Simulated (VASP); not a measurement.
# AlN (sol2) (R3m) in VASP: further runs

AlN (sol2) is run at these levels: PBEsol; tasks: single point, relaxation of the atoms.

Program: VASP 6.6.1. These are calculated values, not measurements. Logs are shortened: lines on timing, memory, paths and dates and some standing lists are left out, and cuts for length are marked.

### Step 1. The cell of the first run

Symmetry: R3m, No. 160, trigonal system. The conventional cell has a = 3.086 Å, b = 3.086 Å, c = 7.733 Å, α = 90.00°, β = 90.00°, γ = 120.00°. Al (site symmetry 3m) has 4 N at 1.90 to 1.92 Å within 2.5 Å. Within 2.5 Å of N (site symmetry 3m) lie 4 Al at 1.90 to 1.92 Å.

### Step 2. Single point, PBEsol (strained cell)

INCAR

```
PREC = Accurate
ENCUT = 600
EDIFF = 1E-6
ISMEAR = 0
SIGMA = 0.02
LREAL = False
LASPH = True
NELM = 120
ALGO = Normal
ISIF = 2
LWAVE = False
LCHARG = True
GGA = PS
LELF = True
LVHAR = True
NBANDS = 11
GGA_COMPAT = False
```

KPOINTS

```
regular mesh
0
Gamma
  9 9 9
```

POSCAR

```
AlN
1.0
    0.0333404054      2.2157934991      2.2157934991
    2.2157934991      0.0333404054      2.2157934991
    2.2157934991      2.2157934991      0.0333404054
Al N
1 1
Direct
    0.0009651336      0.0009651336      0.0009651336
    0.2490348664      0.2490348664      0.2490348664
```

Potentials or basis: VASP PAW PBE potentials, release 64 (Al, N).

On the command line:

```sh
$ cat potpaw_PBE.64/Al/POTCAR potpaw_PBE.64/N/POTCAR > POTCAR
$ mpirun -np 1 vasp_std > vasp.out
```

OUTCAR:

```text
PREC = Accurate
   ENCUT = 600
   EDIFF = 1E-6
   ISMEAR = 0
   LREAL = False
   LASPH = True
   NELM = 120
   ISIF = 2
   GGA = PS

 ion  position               nearest neighbor table
   1  0.001  0.001  0.001-   2 1.90   2 1.90   2 1.90   2 1.92
   2  0.249  0.249  0.249-   1 1.90   1 1.90   1 1.90   1 1.92

  LATTYP: Found a trigonal (rhomboedric) cell.
 ALAT       =     3.1337825776
 COS(alpha) =     0.5149884138

  Lattice vectors:

 A1 = (   0.0333404054,   2.2157934991,   2.2157934991)
 A2 = (   2.2157934991,   0.0333404054,   2.2157934991)
 A3 = (   2.2157934991,   2.2157934991,   0.0333404054)

Analysis of symmetry for initial positions (statically):
=====================================================================
 Subroutine PRICEL returns:
 Original cell was already a primitive cell.

 Routine SETGRP: Setting up the symmetry group for a
 trigonal (rhombohedral) supercell.

 Subroutine GETGRP returns: Found  6 space group operations
 (whereof  6 operations were pure point group operations)
 out of a pool of 12 trial point group operations.

The static configuration has the point symmetry C_3v.

Analysis of symmetry for dynamics (positions and initial velocities):
=====================================================================
 Subroutine PRICEL returns:
 Original cell was already a primitive cell.

 Routine SETGRP: Setting up the symmetry group for a
 trigonal (rhombohedral) supercell.

 Subroutine GETGRP returns: Found  6 space group operations
 (whereof  6 operations were pure point group operations)
 out of a pool of 12 trial point group operations.

The dynamic configuration has the point symmetry C_3v.

 Subroutine INISYM returns: Found  6 space group operations
 (whereof  6 operations are pure point group operations),
 and found     1 'primitive' translations

----------------------------------------------------------------------------------------

                                     Primitive cell

  volume of cell :      21.2669

  direct lattice vectors                    reciprocal lattice vectors
     0.033340405  2.215793499  2.215793499    -0.230810729  0.227389268  0.227389268
     2.215793499  0.033340405  2.215793499     0.227389268 -0.230810729  0.227389268
     2.215793499  2.215793499  0.033340405     0.227389268  0.227389268 -0.230810729

  length of vectors
     3.133782578  3.133782578  3.133782578     0.395835004  0.395835004  0.395835004

  position of ions in fractional coordinates (direct lattice)
     0.000965134  0.000965134  0.000965134
     0.249034866  0.249034866  0.249034866

  ion indices of the primitive-cell ions
   primitive index   ion index
                 1           1
                 2           2

----------------------------------------------------------------------------------------

 KPOINTS: regular mesh

Automatic generation of k-mesh.
 Grid dimensions read from file:
 generate k-points for:    9    9    9

 Generating k-lattice:

  Cartesian coordinates                     Fractional coordinates (reciprocal lattice)
    -0.025645637  0.025265474  0.025265474     0.111111111  0.000000000  0.000000000
     0.025265474 -0.025645637  0.025265474     0.000000000  0.111111111  0.000000000
     0.025265474  0.025265474 -0.025645637     0.000000000  0.000000000  0.111111111

  Length of vectors
     0.043981667  0.043981667  0.043981667

  Shift w.r.t. Gamma in fractional coordinates (k-lattice)
     0.000000000  0.000000000  0.000000000

 Subroutine IBZKPT returns following result:
 ===========================================

 Found     85 irreducible k-points:

 Following reciprocal coordinates:
            Coordinates               Weight
  0.000000  0.000000  0.000000      1.000000
  0.111111 -0.000000 -0.000000      6.000000
  0.222222 -0.000000  0.000000      6.000000
  0.333333 -0.000000 -0.000000      6.000000
  0.444444 -0.000000  0.000000      6.000000
  0.111111  0.111111 -0.000000      6.000000
[... 16 lines left out ...]
 -0.333333  0.333333  0.000000      6.000000
  0.444444  0.444444  0.000000      6.000000
 [... further k-points ...]
   k-points           NKPTS =     85   k-points in BZ     NKDIM =     85   number of bands    NBANDS=     11
   number of dos      NEDOS =    301   number of ions     NIONS =      2
   total plane-waves  NPLWV =  21952
   dimension x,y,z NGX =    28 NGY =   28 NGZ =   28
   dimension x,y,z NGXF=    56 NGYF=   56 NGZF=   56
   ions per type =               1   1
   NGX,Y,Z   is equivalent  to a cutoff of  14.85, 14.85, 14.85 a.u.
   NGXF,Y,Z  is equivalent  to a cutoff of  29.71, 29.71, 29.71 a.u.
 SYSTEM =  unknown system
   PREC   = accura    normal or accurate (medium, high low for compatibility)
   ISTART =      0    job   : 0-new  1-cont  2-samecut
   ICHARG =      2    charge: 1-file 2-atom 10-const
   ISPIN  =      1    spin polarized calculation?
   LNONCOLLINEAR =      F non collinear calculations
   LSORBIT =      F    spin-orbit coupling
   LASPH  =      T    aspherical Exc in radial PAW
   ENCUT  =  600.0 eV  44.10 Ry    6.64 a.u.   6.26  6.26  6.26*2*pi/ulx,y,z
   NELM   =    120;   NELMIN=  2; NELMDL= -5     # of ELM steps
   EDIFF  = 0.1E-05   stopping-criterion for ELM
   LREAL  =      F    real-space projection
   EDIFFG = 0.1E-04   stopping-criterion for IOM
   NSW    =      0    number of steps for IOM
   IBRION =     -1    ionic relax: 0-MD 1-quasi-New 2-CG
   NFREE  =      0    steps in history (QN), initial steepest desc. (CG)
   ISIF   =      2    stress and relaxation
   ISYM   =      2    0-nonsym 1-usesym 2-fastsym
   POTIM  = 0.5000    time-step for ionic-motion
   TEBEG  =    0.0;   TEEND  =   0.0 temperature during run
   PSTRESS=    0.0 pullay stress
   NELECT =       8.0000    total number of electrons
   NUPDOWN=      -1.0000    fix difference up-down
   EMIN   =  10.00;   EMAX   =-10.00  energy-range for DOS
   EFERMI =   0.00;   METHOD = LEGACY
   ISMEAR =     0;   SIGMA  =   0.02  broadening in eV -4-tet -1-fermi 0-gaus
   EFERMI_NEDOS =   21; number of points for ismear=-14 and -15
   IALGO  =     38    algorithm
   IMIX   =      4    mixing-type and parameters
     AMIX     =   0.40;   BMIX     =  1.00
     AMIX_MAG =   1.60;   BMIX_MAG =  1.00
  volume/ion in A,a.u.               =      10.63        71.76
  Fermi-wavevector in a.u.,A,eV,Ry     =   1.181780  2.233241 19.001960  1.396605
  Thomas-Fermi vector in A             =   2.318047
   LORBIT       =      0    0 simple, 1 ext, 2 COOP (PROOUT), +10 PAW based schemes
   GGA     = PS    functional components
   LHFCALC =     F    Hartree Fock is set to
   AEXX    =    0.0000 exact exchange contribution
   IVDW    =     0    specifies the selected vdW correction
   LEPSILON=     F    determine dielectric tensor
   LRPA    =     F    only Hartree local field effects (RPA)
 non-spin polarized calculation
 Gauss-broadening in eV      SIGMA  =   0.02
  energy-cutoff  :      600.00
  volume of cell :       21.27
 maximum number of plane-waves:       725
 NGX is ok and might be reduce to    28
   NGX = 13   NGY = 13   NGZ = 13

 number of electron       8.0000000 magnetization

 Free energy of the ion-electron system (eV)
  ---------------------------------------------------
  ext. energy  EPLUGINS =         0.00000000
  ---------------------------------------------------
  free energy    TOTEN  =       -15.60240690 eV

  energy without entropy =      -15.60240690  energy(sigma->0) =      -15.60240690

 E-fermi :   5.8900     XC(G=0): -11.0401

 val. band max:        5.7527049074   @ k =   0.0000   0.0000   0.0000
 cond. band min:       9.0376129346   @ k =   0.4444   0.4444   0.0000
 fundamental gap:      3.2849080272
 Fermi energy:         5.8899822711

 k-point     1 :       0.0000    0.0000    0.0000
  band No.  band energies     occupation
      1      -9.1534      2.00000
      2       5.5601      2.00000
      3       5.7527      2.00000
      4       5.7527      2.00000
      5       9.6245      0.00000
      6      17.5875      0.00000
      7      18.1525      0.00000
      8      18.1525      0.00000
      9      23.1058      0.00000
     10      23.1058      0.00000
     11      24.2988      0.00000

 k-point     2 :       0.1111   -0.0000   -0.0000
  band No.  band energies     occupation
      1      -8.9731      2.00000
      2       4.7481      2.00000
      3       5.5235      2.00000
      4       5.6833      2.00000
      5      10.4104      0.00000
      6      17.5411      0.00000
      7      17.8796      0.00000
      8      18.2862      0.00000
      9      21.5992      0.00000
     10      21.7778      0.00000
     11      23.5092      0.00000

 k-point     3 :       0.2222   -0.0000    0.0000
  band No.  band energies     occupation
      1      -8.4673      2.00000
      2       2.9352      2.00000
      3       5.3758      2.00000
      4       5.5174      2.00000
      5      11.6079      0.00000
      6      16.6529      0.00000
      7      17.7156      0.00000
      8      18.0174      0.00000
      9      21.1839      0.00000
     10      21.6124      0.00000
     11      22.6202      0.00000

 k-point     4 :       0.3333   -0.0000   -0.0000
  band No.  band energies     occupation
      1      -7.7681      2.00000
      2       1.1909      2.00000
      3       5.2254      2.00000
      4       5.3440      2.00000
      5      12.3768      0.00000
      6      15.8394      0.00000
      7      16.9861      0.00000
      8      17.2284      0.00000
      9      22.5231      0.00000
     10      22.6976      0.00000
     11      23.1647      0.00000
[... 239 lines left out ...]
 k-point    22 :      -0.4444    0.3333   -0.0000
  band No.  band energies     occupation
      1      -6.5700      2.00000
      2       1.2150      2.00000
      3       2.6421      2.00000
      4       4.1869      2.00000
      5      10.5060      0.00000
      6      15.4253      0.00000
      7      18.2623      0.00000
      8      19.5728      0.00000
      9      20.6949      0.00000
     10      25.8850      0.00000
     11      29.5780      0.00000

 k-point    23 :      -0.3333    0.3333    0.0000
  band No.  band energies     occupation
      1      -6.6134      2.00000
      2       1.4466      2.00000
      3       2.0256      2.00000
      4       4.5105      2.00000
      5      11.5046      0.00000
      6      15.5329      0.00000
      7      17.9066      0.00000
      8      18.7728      0.00000
      9      21.5313      0.00000
     10      23.7273      0.00000
     11      29.8200      0.00000

 k-point    24 :       0.4444    0.4444    0.0000
  band No.  band energies     occupation
      1      -6.6160      2.00000
      2       0.9299      2.00000
      3       3.8598      2.00000
      4       4.0706      2.00000
      5       9.0376      0.00000
      6      14.1399      0.00000
      7      19.0379      0.00000
      8      20.9054      0.00000
      9      20.9975      0.00000
     10      28.6368      0.00000
     11      28.7703      0.00000

 [... further k-points ...]
[... 5 lines left out ...]
  --------------------------------------------------------------------------------------
  -------------------------------------------------------------------------------------
  Total       -0.3817533     -0.3817533     -0.3817533     -0.3639885     -0.3639885     -0.3639885
  in kB      -28.7600179    -28.7600179    -28.7600179    -27.4216804    -27.4216804    -27.4216804
  external PRESSURE =     -28.7600179 kB  Pullay stress =       0.0000000 kB

 VOLUME and BASIS-vectors are now :
 -----------------------------------------------------------------------------
  energy-cutoff  :      600.00
  volume of cell :       21.27
      direct lattice vectors                 reciprocal lattice vectors
     0.033340405  2.215793499  2.215793499    -0.230810729  0.227389268  0.227389268
     2.215793499  0.033340405  2.215793499     0.227389268 -0.230810729  0.227389268
     2.215793499  2.215793499  0.033340405     0.227389268  0.227389268 -0.230810729

 POSITION                                       TOTAL-FORCE (eV/Angst)
 -----------------------------------------------------------------------------------
      0.00431      0.00431      0.00431         0.001017      0.001017      0.001017
      1.11192      1.11192      1.11192        -0.001017     -0.001017     -0.001017
 -----------------------------------------------------------------------------------
    total drift:                               -0.000085     -0.000085     -0.000085

  FREE ENERGIE OF THE ION-ELECTRON SYSTEM (eV)
  ---------------------------------------------------
  free  energy   TOTEN  =       -15.6024069025 eV

  energy  without entropy=      -15.6024069025  energy(sigma->0) =      -15.60240690
```

It took 22 s on 1 thread of Intel Xeon 6975P-C, shared host; peak memory 0.16 GiB.

Results:

- Free energy: -15.6024 eV
- Pressure: -2.9 GPa
- Band gap on the k mesh: 3.28 eV, indirect (least direct gap 3.87 eV)

Levels at points of the mesh, in eV from the valence-band top:
```csv
k point,band 2,band 3,band 4,band 5,band 6,band 7
"(0.00, 0.00, 0.00)",-0.19,0.00,0.00,3.87,11.83,12.40
```

Caveat: the cell differs from its parent crystal (strained cell); the PAW data sets were made with another functional, which shifts forces and pressure a little. A k mesh can miss the band edges.

### Step 3. Single point, PBEsol (strained cell)

INCAR

```
SYSTEM = AlN
PREC = Accurate ; ENCUT = 600
EDIFF = 1E-6 ; ISMEAR = 0
SIGMA = 0.02 ; LREAL = .FALSE.
LASPH = .TRUE. ; NELM = 120
ALGO = Normal ; ISIF = 2
LWAVE = .FALSE. ; LCHARG = .FALSE.
GGA = PS ; NBANDS = 11
GGA_COMPAT = .FALSE.
```

KPOINTS

```
regular mesh
0
G
  9 9 9
  0 0 0
```

POSCAR

```
AlN
1.0
    0.0334089885      2.2157592075      2.2157592075
    2.2157592075      0.0334089885      2.2157592075
    2.2157592075      2.2157592075      0.0334089885
Al N
1 1
Direct
    0.0009651336      0.0009651336      0.0009651336
    0.2490348664      0.2490348664      0.2490348664
```

Potentials or basis: VASP PAW PBE potentials, release 64 (Al, N).

On the command line:

```sh
$ cat potpaw_PBE.64/Al/POTCAR potpaw_PBE.64/N/POTCAR > POTCAR
$ mpirun -np 1 vasp_std > vasp.out
```

Wall time 23 s (1 thread of Intel Xeon 6975P-C, shared host); peak memory 0.16 GiB.

Results (log left out):

```yaml
Free_energy: -15.6024 eV
Pressure: -2.9 GPa
Band_gap_on_the_k_mesh: 3.28 eV, indirect (least direct gap 3.87 eV)
```

Forces in eV/Å, atoms in the order of the input:
```
Al   0.001  0.001  0.001
N   -0.001 -0.001 -0.001
```

Stress tensor (GPa, compression positive):
```
-2.86 -2.75 -2.75
-2.75 -2.86 -2.75
-2.75 -2.75 -2.86
```

Levels at points of the mesh, in eV from the valence-band top:
```csv
k point,band 1,band 2,band 3,band 4,band 5,band 6,band 7,band 8
"(0.00, 0.00, 0.00)",-14.91,-0.19,0.00,0.00,3.87,11.83,12.40,12.40
```

Caveat: the cell differs from its parent crystal (strained cell); the PAW data sets were made with another functional, which shifts forces and pressure a little. A k mesh can miss the band edges.

(Continued in part 2 of 2.)
